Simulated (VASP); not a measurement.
# BAs (I-4m2) in VASP: further runs

Runs on BAs. Level: LDA. Tasks: single point.

Program: VASP 6.6.1. These are calculated values, not measurements. Logs are shortened: lines on timing, memory, paths and dates and some standing lists are left out, and cuts for length are marked.

### 1 The cell of the first run

It takes space group I-4m2 (No. 119, tetragonal). Conventional cell: a = 3.313 Å, b = 3.313 Å, c = 4.756 Å, α = 90.00°, β = 90.00°, γ = 90.00°. B (site symmetry -4m2) has 4 As at 2.04 Å within 2.7 Å. Within 2.7 Å of As (site symmetry -4m2) lie 4 B at 2.04 Å.

### 2 Single point, LDA

Input file INCAR:

```
PREC = Accurate
ENCUT = 500
EDIFF = 1E-6
ISMEAR = 0
SIGMA = 0.01
LREAL = F
LASPH = T
NELM = 120
ALGO = Normal
ISIF = 2
LWAVE = F
LCHARG = T
GGA = CA
LELF = T
LVHAR = T
NBANDS = 11
GGA_COMPAT = F
```

Input file KPOINTS:

```
regular mesh
0
Gamma
  8 8 8
```

Input file POSCAR:

```
BAs
1.0
    0.0000000000      2.3423282262      2.3782047869
    2.3423282262      0.0000000000      2.3782047869
    2.3423282262      2.3423282262      0.0000000000
B As
1 1
Direct
    0.0000000000      0.0000000000      0.0000000000
    0.2500000000      0.2500000000      0.2500000000
```

Potentials or basis: VASP PAW LDA potentials, release 64 (B, As).

The run is started by

```console
> cat potpaw_LDA.64/B/POTCAR potpaw_LDA.64/As/POTCAR > POTCAR
> mpirun -np 1 vasp_std > vasp.out
```

OUTCAR:

```text
PREC = Accurate
   ENCUT = 500
   EDIFF = 1E-6
   ISMEAR = 0
   LREAL = F
   LASPH = T
   NELM = 120
   ISIF = 2
   GGA = CA

 ion  position               nearest neighbor table
   1  0.000  0.000  0.000-   2 2.04   2 2.04   2 2.04   2 2.04
   2  0.250  0.250  0.250-   1 2.04   1 2.04   1 2.04   1 2.04

  LATTYP: Found a body centered tetragonal cell.
 ALAT       =     3.3125523450
 C/A-ratio  =     1.4358745397

  Lattice vectors:

 A1 = (  -2.3423282262,   0.0000000000,   2.3782047869)
 A2 = (   2.3423282262,   0.0000000000,   2.3782047869)
 A3 = (   0.0000000000,   2.3423282262,  -2.3782047869)

Analysis of symmetry for initial positions (statically):
=====================================================================
 Subroutine PRICEL returns:
 Original cell was already a primitive cell.

 Routine SETGRP: Setting up the symmetry group for a
 body centered tetragonal supercell.

 Subroutine GETGRP returns: Found  8 space group operations
 (whereof  8 operations were pure point group operations)
 out of a pool of 16 trial point group operations.

The static configuration has the point symmetry D_2d.

Analysis of symmetry for dynamics (positions and initial velocities):
=====================================================================
 Subroutine PRICEL returns:
 Original cell was already a primitive cell.

 Routine SETGRP: Setting up the symmetry group for a
 body centered tetragonal supercell.

 Subroutine GETGRP returns: Found  8 space group operations
 (whereof  8 operations were pure point group operations)
 out of a pool of 16 trial point group operations.

The dynamic configuration has the point symmetry D_2d.

 Subroutine INISYM returns: Found  8 space group operations
 (whereof  8 operations are pure point group operations),
 and found     1 'primitive' translations

----------------------------------------------------------------------------------------

                                     Primitive cell

  volume of cell :      26.0960

  direct lattice vectors                    reciprocal lattice vectors
     0.000000000  2.342328226  2.378204787    -0.213462825  0.213462825  0.210242618
     2.342328226  0.000000000  2.378204787     0.213462825 -0.213462825  0.210242618
     2.342328226  2.342328226  0.000000000     0.213462825  0.213462825 -0.210242618

  length of vectors
     3.338017305  3.338017305  3.312552345     0.367878667  0.367878667  0.367878667

  position of ions in fractional coordinates (direct lattice)
     0.000000000  0.000000000  0.000000000
     0.250000000  0.250000000  0.250000000

  ion indices of the primitive-cell ions
   primitive index   ion index
                 1           1
                 2           2

----------------------------------------------------------------------------------------

 KPOINTS: regular mesh

Automatic generation of k-mesh.
 Grid dimensions read from file:
 generate k-points for:    8    8    8

 Generating k-lattice:

  Cartesian coordinates                     Fractional coordinates (reciprocal lattice)
    -0.026682853  0.026682853  0.026280327     0.125000000  0.000000000  0.000000000
     0.026682853 -0.026682853  0.026280327     0.000000000  0.125000000  0.000000000
     0.026682853  0.026682853 -0.026280327    -0.000000000 -0.000000000  0.125000000

  Length of vectors
     0.045984833  0.045984833  0.045984833

  Shift w.r.t. Gamma in fractional coordinates (k-lattice)
     0.000000000  0.000000000  0.000000000

 Subroutine IBZKPT returns following result:
 ===========================================

 Found     59 irreducible k-points:

 Following reciprocal coordinates:
            Coordinates               Weight
  0.000000  0.000000  0.000000      1.000000
  0.125000  0.000000  0.000000      8.000000
  0.250000  0.000000  0.000000      8.000000
  0.375000  0.000000  0.000000      8.000000
  0.500000  0.000000  0.000000      4.000000
  0.125000  0.125000  0.000000      2.000000
[... 16 lines left out ...]
  0.250000  0.000000  0.125000     16.000000
  0.375000  0.000000  0.125000     16.000000
 [... further k-points ...]
   k-points           NKPTS =     59   k-points in BZ     NKDIM =     59   number of bands    NBANDS=     11
   number of dos      NEDOS =    301   number of ions     NIONS =      2
   total plane-waves  NPLWV =  13824
   dimension x,y,z NGX =    24 NGY =   24 NGZ =   24
   dimension x,y,z NGXF=    48 NGYF=   48 NGZF=   48
   ions per type =               1   1
   NGX,Y,Z   is equivalent  to a cutoff of  11.95, 11.95, 12.04 a.u.
   NGXF,Y,Z  is equivalent  to a cutoff of  23.91, 23.91, 24.09 a.u.
 SYSTEM =  unknown system
   PREC   = accura    normal or accurate (medium, high low for compatibility)
   ISTART =      0    job   : 0-new  1-cont  2-samecut
   ICHARG =      2    charge: 1-file 2-atom 10-const
   ISPIN  =      1    spin polarized calculation?
   LNONCOLLINEAR =      F non collinear calculations
   LSORBIT =      F    spin-orbit coupling
   LASPH  =      T    aspherical Exc in radial PAW
   ENCUT  =  500.0 eV  36.75 Ry    6.06 a.u.   6.09  6.09  6.04*2*pi/ulx,y,z
   NELM   =    120;   NELMIN=  2; NELMDL= -5     # of ELM steps
   EDIFF  = 0.1E-05   stopping-criterion for ELM
   LREAL  =      F    real-space projection
   EDIFFG = 0.1E-04   stopping-criterion for IOM
   NSW    =      0    number of steps for IOM
   IBRION =     -1    ionic relax: 0-MD 1-quasi-New 2-CG
   NFREE  =      0    steps in history (QN), initial steepest desc. (CG)
   ISIF   =      2    stress and relaxation
   ISYM   =      2    0-nonsym 1-usesym 2-fastsym
   POTIM  = 0.5000    time-step for ionic-motion
   TEBEG  =    0.0;   TEEND  =   0.0 temperature during run
   PSTRESS=    0.0 pullay stress
   NELECT =       8.0000    total number of electrons
   NUPDOWN=      -1.0000    fix difference up-down
   EMIN   =  10.00;   EMAX   =-10.00  energy-range for DOS
   EFERMI =   0.00;   METHOD = LEGACY
   ISMEAR =     0;   SIGMA  =   0.01  broadening in eV -4-tet -1-fermi 0-gaus
   EFERMI_NEDOS =   21; number of points for ismear=-14 and -15
   IALGO  =     38    algorithm
   IMIX   =      4    mixing-type and parameters
     AMIX     =   0.40;   BMIX     =  1.00
     AMIX_MAG =   1.60;   BMIX_MAG =  1.00
  volume/ion in A,a.u.               =      13.05        88.05
  Fermi-wavevector in a.u.,A,eV,Ry     =   1.103858  2.085989 16.578735  1.218503
  Thomas-Fermi vector in A             =   2.240322
   LORBIT       =      0    0 simple, 1 ext, 2 COOP (PROOUT), +10 PAW based schemes
   GGA     = CA    functional components
   LHFCALC =     F    Hartree Fock is set to
   AEXX    =    0.0000 exact exchange contribution
   IVDW    =     0    specifies the selected vdW correction
   LEPSILON=     F    determine dielectric tensor
   LRPA    =     F    only Hartree local field effects (RPA)
 non-spin polarized calculation
 Gauss-broadening in eV      SIGMA  =   0.01
  energy-cutoff  :      500.00
  volume of cell :       26.10
 maximum number of plane-waves:       676
   NGX = 13   NGY = 13   NGZ = 13

 number of electron       8.0000001 magnetization

 Free energy of the ion-electron system (eV)
  ---------------------------------------------------
  ext. energy  EPLUGINS =         0.00000000
  ---------------------------------------------------
  free energy    TOTEN  =       -12.91540482 eV

  energy without entropy =      -12.91540482  energy(sigma->0) =      -12.91540482

 E-fermi :   6.7621     XC(G=0): -10.9654

 val. band max:        6.7076413686   @ k =   0.0000   0.0000   0.0000
 cond. band min:       7.6898479553   @ k =   0.3750   0.0000   0.3750
 fundamental gap:      0.9822065867
 Fermi energy:         6.7621283682

 k-point     1 :       0.0000    0.0000    0.0000
  band No.  band energies     occupation
      1      -9.1208      2.00000
      2       6.5540      2.00000
      3       6.7076      2.00000
      4       6.7076      2.00000
      5       9.9315      0.00000
      6       9.9315      0.00000
      7      10.0287      0.00000
      8      11.9067      0.00000
      9      16.2360      0.00000
     10      19.6411      0.00000
     11      20.0887      0.00000

 k-point     2 :       0.1250    0.0000    0.0000
  band No.  band energies     occupation
      1      -8.8551      2.00000
      2       4.6564      2.00000
      3       6.1409      2.00000
      4       6.2546      2.00000
      5      10.1720      0.00000
      6      10.5406      0.00000
      7      10.6008      0.00000
      8      13.0353      0.00000
      9      17.2271      0.00000
     10      18.2423      0.00000
     11      18.5492      0.00000

 k-point     3 :       0.2500    0.0000    0.0000
  band No.  band energies     occupation
      1      -8.0799      2.00000
      2       1.5946      2.00000
      3       5.3849      2.00000
      4       5.5326      2.00000
      5       9.9255      0.00000
      6      11.3672      0.00000
      7      11.3884      0.00000
      8      14.7667      0.00000
      9      17.8423      0.00000
     10      18.0574      0.00000
     11      18.1247      0.00000

 k-point     4 :       0.3750    0.0000    0.0000
  band No.  band energies     occupation
      1      -6.9196      2.00000
      2      -1.0843      2.00000
      3       4.8538      2.00000
      4       5.0315      2.00000
      5       9.6804      0.00000
      6      11.4805      0.00000
      7      11.5805      0.00000
      8      15.4619      0.00000
      9      18.5962      0.00000
     10      19.4890      0.00000
     11      19.5907      0.00000
[... 239 lines left out ...]
 k-point    22 :       0.1250    0.0000    0.1250
  band No.  band energies     occupation
      1      -8.7627      2.00000
      2       5.3066      2.00000
      3       5.3587      2.00000
      4       5.4542      2.00000
      5       9.1728      0.00000
      6      11.4725      0.00000
      7      11.6682      0.00000
      8      12.7098      0.00000
      9      17.0130      0.00000
     10      17.6404      0.00000
     11      20.1235      0.00000

 k-point    23 :       0.2500    0.0000    0.1250
  band No.  band energies     occupation
      1      -8.1514      2.00000
      2       2.6188      2.00000
      3       4.6252      2.00000
      4       5.0193      2.00000
      5       9.4379      0.00000
      6      11.7970      0.00000
      7      12.6323      0.00000
      8      13.2502      0.00000
      9      17.1010      0.00000
     10      19.1259      0.00000
     11      19.7538      0.00000

 k-point    24 :       0.3750    0.0000    0.1250
  band No.  band energies     occupation
      1      -7.0958      2.00000
      2      -0.1457      2.00000
      3       4.1563      2.00000
      4       4.2668      2.00000
      5       9.8394      0.00000
      6      11.8155      0.00000
      7      12.8153      0.00000
      8      14.0371      0.00000
      9      18.1469      0.00000
     10      19.7853      0.00000
     11      20.7605      0.00000

 [... further k-points ...]

------------------------ aborting loop because EDIFF is reached ----------------------------------------

  FORCE on cell =-STRESS in cart. coord.  units (eV):
  Direction    XX          YY          ZZ          XY          YZ          ZX
  --------------------------------------------------------------------------------------
  -------------------------------------------------------------------------------------
  Total        0.7213225      0.7213225      0.1766170      0.0000000     -0.0000000      0.0000000
  in kB       44.2858827     44.2858827     10.8434714      0.0000000     -0.0000000      0.0000000
  external PRESSURE =      33.1384123 kB  Pullay stress =       0.0000000 kB

 VOLUME and BASIS-vectors are now :
 -----------------------------------------------------------------------------
  energy-cutoff  :      500.00
  volume of cell :       26.10
      direct lattice vectors                 reciprocal lattice vectors
     0.000000000  2.342328226  2.378204787    -0.213462825  0.213462825  0.210242618
     2.342328226  0.000000000  2.378204787     0.213462825 -0.213462825  0.210242618
     2.342328226  2.342328226  0.000000000     0.213462825  0.213462825 -0.210242618

 POSITION                                       TOTAL-FORCE (eV/Angst)
 -----------------------------------------------------------------------------------
      0.00000      0.00000      0.00000         0.000000      0.000000      0.000000
      1.17116      1.17116      1.18910        -0.000000     -0.000000     -0.000000
 -----------------------------------------------------------------------------------
    total drift:                                0.000000      0.000000      0.000000

  FREE ENERGIE OF THE ION-ELECTRON SYSTEM (eV)
  ---------------------------------------------------
  free  energy   TOTEN  =       -12.9154048205 eV

  energy  without entropy=      -12.9154048205  energy(sigma->0) =      -12.91540482
```

Wall time 18 s (1 thread of AMD EPYC 7R13, shared host); peak memory 0.14 GiB.

What came out:

```yaml
Free_energy: -12.9154 eV
Pressure: 3.3 GPa
Band_gap_on_the_k_mesh: 0.98 eV (least direct gap 3.22 eV)
```

Stress tensor (GPa, compression positive):
```
4.43 0.00 0.00
0.00 4.43 0.00
0.00 0.00 1.08
```

Caveat: the cell stands under pressure. A k mesh can miss the band edges.

### 3 Single point, LDA

Input file INCAR:

```
SYSTEM = BAs
  ALGO = Normal
  EDIFF = 1E-6
  ENCUT = 500
  GGA = CA
  GGA_COMPAT = .False.
  ISIF = 2
  ISMEAR = 0
  LASPH = .True.
  LCHARG = .False.
  LREAL = .False.
  LWAVE = .False.
  NBANDS = 11
  NELM = 120
  PREC = Accurate
  SIGMA = 0.01
```

Input file KPOINTS:

```
k-points
0
Gamma
  8 8 8
  0 0 0
```

POSCAR is that of step 2.

Potentials or basis: VASP PAW LDA potentials, release 64 (B, As).

The run is started by

```console
> cat potpaw_LDA.64/B/POTCAR potpaw_LDA.64/As/POTCAR > POTCAR
> mpirun -np 1 vasp_std > vasp.out
```

It took 13 s on 1 thread of AMD EPYC 7R13, shared host; peak memory 0.13 GiB.

The run converged. Its results:

```
Free energy            : -12.9154 eV
Pressure               : 3.3 GPa
Band gap on the k mesh : 0.98 eV (least direct gap 3.22 eV)
```

Stress tensor (GPa, compression positive):
```
4.43 0.00 0.00
0.00 4.43 0.00
0.00 0.00 1.08
```

Levels at points of the mesh, in eV from the valence-band top:
```tsv
k point	band 1	band 2	band 3	band 4	band 5	band 6	band 7	band 8	band 9
(0.00, 0.00, 0.00)	-15.83	-0.15	0.00	0.00	3.22	3.22	3.32	5.20	9.53
(0.50, 0.00, 0.00)	-12.81	-9.13	-2.04	-1.85	2.89	4.70	4.82	8.73	12.74
(0.50, 0.50, 0.00)	-11.55	-8.81	-4.21	-4.21	1.39	1.43	11.59	11.59	12.88
(0.50, 0.00, 0.50)	-11.42	-8.68	-4.37	-4.35	1.18	1.25	11.47	11.71	13.03
```

Caveat: the cell stands under pressure.
